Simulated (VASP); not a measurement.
# InPt3 (Pm-3m) in VASP: a series of runs, part 2 of 2

VASP 6.6.1. The steps go on from the part before.

**4. Relaxation of cell and atoms, LDA, target pressure 5 GPa, at which the enthalpy is minimised**

This run uses another cell than the first one, of 15.60 Å³/atom.

File INCAR:

```
SYSTEM = InPt3
  PREC = Accurate
  ENCUT = 500
  EDIFF = 1E-7
  ISMEAR = -1
  SIGMA = 0.15
  LREAL = .FALSE.
  LASPH = .TRUE.
  NELM = 120
  ALGO = Normal
  ISIF = 3
  LWAVE = .FALSE.
  LCHARG = .FALSE.
  IBRION = 2
  NSW = 80
  EDIFFG = -0.001
  PSTRESS = 50.0
  GGA_COMPAT = .FALSE.
  NELMIN = 4
```

File KPOINTS:

```
Automatic mesh
0
G
  10 10 10
  0 0 0
```

File POSCAR:

```
InPt3
1.0
    3.9663730297      0.0000000000      0.0000000000
    0.0000000000      3.9663730297      0.0000000000
    0.0000000000      0.0000000000      3.9663730297
In Pt
1 3
Direct
    0.0000000000      0.0000000000      0.0000000000
    0.5000000000      0.5000000000      0.0000000000
    0.0000000000      0.5000000000      0.5000000000
    0.5000000000      0.0000000000      0.5000000000
```

Started as:

```
$ cat potpaw_LDA.64/In_d/POTCAR potpaw_LDA.64/Pt/POTCAR > POTCAR
$ mpirun -np 1 vasp_std > vasp.out
```

Wall time 81 s (1 thread of AMD EPYC 9R45 (Zen 5), shared host); peak memory 0.18 GiB.

The run converged. Its results:

```
Free energy                                                : -27.3523 eV
Relaxed volume                                             : 15.35 Å³/atom
Relaxed cell                                               : a = 3.945 Å, b = 3.945 Å, c = 3.945 Å, α = 90.00°, β = 90.00°, γ = 90.00°
Space group after relaxing (to 0.1 Å)                      : Pm-3m (No. 221)
Energy change on relaxing (the run minimises the enthalpy) : +4.5 meV/atom
Ionic steps                                                : 4
Pressure after relaxing                                    : 5.0 GPa
Band gap on the k mesh                                     : zero (an odd number of electrons rules out a gap without spin polarisation)
```

Step by step:
```csv
step,energy change (eV),largest force (eV/Å),pressure (GPa),volume (Å³)
1,0.0000,0.0000,0.81,62.40
2,0.2006,0.0000,18.05,58.79
3,0.0175,0.0000,4.93,61.41
4,0.0181,0.0000,5.01,61.39
```

Final structure:
```
In Pt
1.0
     3.94489    0.00000    0.00000
     0.00000    3.94489    0.00000
     0.00000    0.00000    3.94489
In Pt
1 3
Direct
  0.00000 0.00000 0.00000
  0.50000 0.50000 0.00000
  0.00000 0.50000 0.50000
  0.50000 0.00000 0.50000
```

Levels at points of the mesh, in eV from the Fermi level:
```csv
k point,band 20,band 21,band 22,band 23,band 24,band 25
"(0.00, 0.00, 0.00)",0.19,0.19,0.52,0.52,0.52,5.96
"(0.50, 0.00, 0.00)",-2.04,-0.79,0.53,4.16,5.90,5.90
"(0.50, 0.50, 0.00)",-1.72,-1.68,-0.57,1.56,1.56,7.34
"(0.50, 0.50, 0.50)",-1.61,-0.44,0.06,0.06,0.06,3.35
```

Caveat: the cell is relaxed towards a set pressure, so the run minimises the enthalpy, not the energy; spin-orbit coupling is left out, which moves the levels of the heavy elements.

**5. Relaxation of cell and atoms, LDA, target pressure 15 GPa, at which the enthalpy is minimised**

File INCAR:

```
PREC = Accurate ; ENCUT = 500
EDIFF = 1E-7 ; ISMEAR = -1
SIGMA = 0.15 ; LREAL = F
LASPH = T ; NELM = 120
ALGO = Normal ; ISIF = 3
LWAVE = F ; LCHARG = F
GGA = CA ; IBRION = 2
NSW = 80 ; EDIFFG = -0.001
PSTRESS = 150.0 ; GGA_COMPAT = F
NELMIN = 4
```

File KPOINTS:

```
regular mesh
0
Gamma
  12 12 12
```

File POSCAR:

```
InPt3
1.0
    3.8962432047      0.0000000000      0.0000000000
    0.0000000000      3.8962432047      0.0000000000
    0.0000000000      0.0000000000      3.8962432047
In Pt
1 3
Direct
    0.0000000000      0.0000000000      0.0000000000
    0.5000000000      0.5000000000      0.0000000000
    0.0000000000      0.5000000000      0.5000000000
    0.5000000000      0.0000000000      0.5000000000
```

Started as:

```
$ cat potpaw_LDA.64/In_d/POTCAR potpaw_LDA.64/Pt/POTCAR > POTCAR
$ mpirun -np 1 vasp_std > vasp.out
```

It took 80 s on 1 thread of AMD EPYC 9R45 (Zen 5), shared host; peak memory 0.2 GiB.

It converged, with:

| Quantity | Value |
| --- | --- |
| Free energy | -27.2242 eV |
| Relaxed volume | 14.84 Å³/atom |
| Relaxed cell | a = 3.901 Å, b = 3.901 Å, c = 3.901 Å, α = 90.00°, β = 90.00°, γ = 90.00° |
| Space group after relaxing (to 0.1 Å) | Pm-3m (No. 221) |
| Energy change on relaxing (the run minimises the enthalpy) | -4.8 meV/atom |
| Ionic steps | 3 |
| Pressure after relaxing | 15.0 GPa |
| Band gap on the k mesh | zero (an odd number of electrons rules out a gap without spin polarisation) |

The path:
```
step  energy change (eV)  largest force (eV/Å)  pressure (GPa)  volume (Å³)
   1              0.0000                0.0000           16.06        59.15
   2             -0.0726                0.0000           11.63        59.99
   3             -0.0192                0.0000           14.99        59.35
```

Final structure:
```yaml
crystal:
  lattice:
    - [3.90058, 0.00000, 0.00000]
    - [0.00000, 3.90058, 0.00000]
    - [0.00000, 0.00000, 3.90058]
  atoms:
    - { symbol: In, position: [0.00000, 0.00000, 0.00000] }
    - { symbol: Pt, position: [0.50000, 0.50000, 0.00000] }
    - { symbol: Pt, position: [0.00000, 0.50000, 0.50000] }
    - { symbol: Pt, position: [0.50000, 0.00000, 0.50000] }
```

Levels at points of the mesh, in eV from the Fermi level:
```
           k point  band 19  band 20  band 21  band 22  band 23  band 24  band 25
(0.00, 0.00, 0.00)     0.11     0.11     0.11     0.57     0.57     0.57     6.31
(0.50, 0.00, 0.00)    -2.31    -2.16    -0.82     0.57     4.34     6.04     6.04
(0.50, 0.50, 0.00)    -1.91    -1.81    -1.78    -0.59     1.65     1.65     7.52
(0.50, 0.50, 0.50)    -1.68    -1.68    -0.56     0.08     0.08     0.08     3.59
```

Caveat: the cell is relaxed towards a set pressure, so the run minimises the enthalpy, not the energy; spin-orbit coupling is left out, which moves the levels of the heavy elements.

**6. Overview**

```csv
task,cell,k mesh,gap on the mesh (eV),pressure (GPa)
single point,"a = 3.896 Å, 4 atoms",12 × 12 × 12,none,16.1
single point,"a = 3.896 Å, 4 atoms",10 × 10 × 10,none,16.1
relaxation of cell and atoms,"relaxed to 5 GPa from a = 3.966 Å, 4 atoms",10 × 10 × 10,none,5.0
relaxation of cell and atoms,"relaxed to 15 GPa from a = 3.896 Å, 4 atoms",12 × 12 × 12,none,15.0
```

Alike in all rows: level LDA; potentials or basis VASP PAW LDA potentials, release 64 (In_d, Pt); no spin polarisation; cutoff (eV) 500; smearing fermi-dirac 0.15 eV.

Caveats: spin-orbit coupling is left out, which moves the levels of the heavy elements; the cell stands under pressure (at least some runs); the cell is relaxed towards a set pressure, so the run minimises the enthalpy, not the energy (at least some runs).

Absolute energies hang on the potentials; compare differences alone.
